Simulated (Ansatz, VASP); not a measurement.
**SiC in VASP and in Ansatz**

POSCAR

```
SiC
1.0
    3.0754984732      0.0000000000      0.0000000000
   -1.5377492366      2.6634598071      0.0000000000
    0.0000000000      0.0000000000      5.0485506836
Si C
2 2
Direct
    0.3333333333      0.6666666667     -0.0562899172
    0.6666666667      0.3333333333      0.4437100828
    0.3333333333      0.6666666667      0.4312899172
    0.6666666667      0.3333333333      0.9312899172
```

The input INCAR.step1:

```
SYSTEM = SiC
PREC = Accurate ; ENCUT = 520
ISMEAR = 0 ; SIGMA = 0.01
LREAL = .FALSE. ; LASPH = .TRUE.
NELM = 60 ; NBANDS = 16
GGA = PE ; ALGO = Normal
EDIFF = 1E-4 ; LWAVE = .TRUE.
LCHARG = .FALSE.
```

Contents of INCAR.step2:

```
SYSTEM = SiC
PREC = Accurate ; ENCUT = 520
EDIFF = 1E-7 ; ISMEAR = 0
SIGMA = 0.01 ; LREAL = .FALSE.
LASPH = .TRUE. ; NELM = 60
ALGO = Normal ; ISIF = 2
LWAVE = .FALSE. ; LCHARG = .TRUE.
METAGGA = R2SCAN ; LMIXTAU = .TRUE.
LELF = .TRUE. ; LVHAR = .TRUE.
NBANDS = 16 ; ISTART = 1
```

File KPOINTS:

```
Automatic mesh
0
G
  9 9 6
  0 0 0
```

Input for Ansatz:

```yaml
crystal:
  lattice:
    - [3.0754984732, 0.0, 0.0]
    - [-1.5377492366, 2.6634598071, 0.0]
    - [0.0, 0.0, 5.0485506836]
  atoms:
    - { symbol: Si, position: [0.3333333333, 0.6666666667, -0.0562899172] }
    - { symbol: Si, position: [0.6666666667, 0.3333333333, 0.4437100828] }
    - { symbol: C, position: [0.3333333333, 0.6666666667, 0.4312899172] }
    - { symbol: C, position: [0.6666666667, 0.3333333333, 0.9312899172] }
basis:
  ecutwfc: 500
  xc_grid: 2
kpoints:
  mp_grid: { grid: [9, 9, 6] }
hamiltonian:
  xc: r2scan
  pseudopotentials: { kind: paw, azcp: { folder: soft_1 } }
scf:
  occupations: { method: fixed }
output:
  forces: true
  stress: true
  eigenvalues: true
  polarization: {}
```

Change from the starting cell: polar distortion scaled by 0.10.

Alike in both runs: task single point; functional r2SCAN; k mesh 9 × 9 × 6; no spin polarisation.

|  | VASP | Ansatz |
| --- | --- | --- |
| version | VASP 6.6.1 | Ansatz 0.2.0 |
| potentials or method | VASP PAW PBE potentials, release 64 (Si, C), cutoff 520 eV | scalar-relativistic, plane waves, PAW |
| occupations | gaussian, width 0.01 eV | fixed |
| valence electrons in the cell | 16 | 16 |

Ansatz gave:

```
gap on the k mesh at the Fermi level (eV)                     : 1.09
least direct gap on the mesh (eV)                             : 3.16
pressure (GPa)                                                : 10.7
traceless stress, the component that is largest in VASP (GPa) : -8.70
rms of the force components (eV/Å)                            : 0.398
```

Problem. Which values does VASP return?

Solution. gap on the k mesh at the Fermi level (eV): 1.08; least direct gap on the mesh (eV): 3.16; pressure (GPa): 10.3; traceless stress, the component that is largest in VASP (GPa): -8.27; rms of the force components (eV/Å): 0.399.

VASP's potentials were made for PBE, not for r2SCAN. Atom by atom the forces differ by 0.000 eV/Å (rms over components).
